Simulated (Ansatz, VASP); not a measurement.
**PW in VASP and in Ansatz**

File INCAR:

```
PREC = Accurate
ENCUT = 520
EDIFF = 1E-7
ISMEAR = -1
SIGMA = 0.1
LREAL = F
LASPH = T
NELM = 80
ALGO = Normal
ISIF = 2
LWAVE = F
LCHARG = T
LELF = T
LVHAR = T
NBANDS = 16
```

Contents of KPOINTS:

```
Automatic mesh
0
Gamma
  12 12 12
```

Contents of POSCAR:

```
PW
1.0
    0.0000000000      2.5201858557      2.5201858557
    2.5201858557      0.0000000000      2.5201858557
    2.5201858557      2.5201858557      0.0000000000
W P
1 1
Direct
    0.0000000000      0.0000000000      0.0000000000
    0.2500000000      0.2500000000      0.2500000000
```

Input for Ansatz:

```yaml
crystal:
  lattice:
    - [0.0, 2.5201858557, 2.5201858557]
    - [2.5201858557, 0.0, 2.5201858557]
    - [2.5201858557, 2.5201858557, 0.0]
  atoms:
    - { symbol: W, position: [0.0, 0.0, 0.0] }
    - { symbol: P, position: [0.25, 0.25, 0.25] }
kpoints:
  mp_grid: { grid: [12, 12, 12] }
scf:
  occupations: { method: fermi_dirac, width: 0.1 }
hamiltonian:
  xc: lda
  pseudopotentials: { kind: paw }
output:
  forces: true
  stress: true
  eigenvalues: true
  populations: true
  write_density: true
  write_potential: true
  elf: true
  volumetric_format: npy
```

Change from the starting cell: volume scaled by 0.84, PAW files.

Alike in both runs: task single point; functional LDA; k mesh 12 × 12 × 12; occupations fermi-dirac, width 0.1 eV; no spin polarisation.

|  | VASP | Ansatz |
| --- | --- | --- |
| version | VASP 6.6.1 | Ansatz 0.2.0 |
| potentials or method | VASP PAW LDA potentials, release 64 (W_sv, P) | PAW with Ansatz's default frozen-core files, scalar-relativistic |
| plane-wave cutoff (eV) | 520 | 420 |
| valence electrons in the cell | 19 | 19 |

```tsv
	VASP	Ansatz	Ansatz less VASP
pressure (GPa)	40.0	39.4	-0.63
```

LDA's correlation is that of Perdew and Zunger in VASP and of Perdew and Wang (1992) in Ansatz. Both programs put the cell under a high pressure, so it lies far from rest at this level.

Spin-orbit coupling is off throughout.
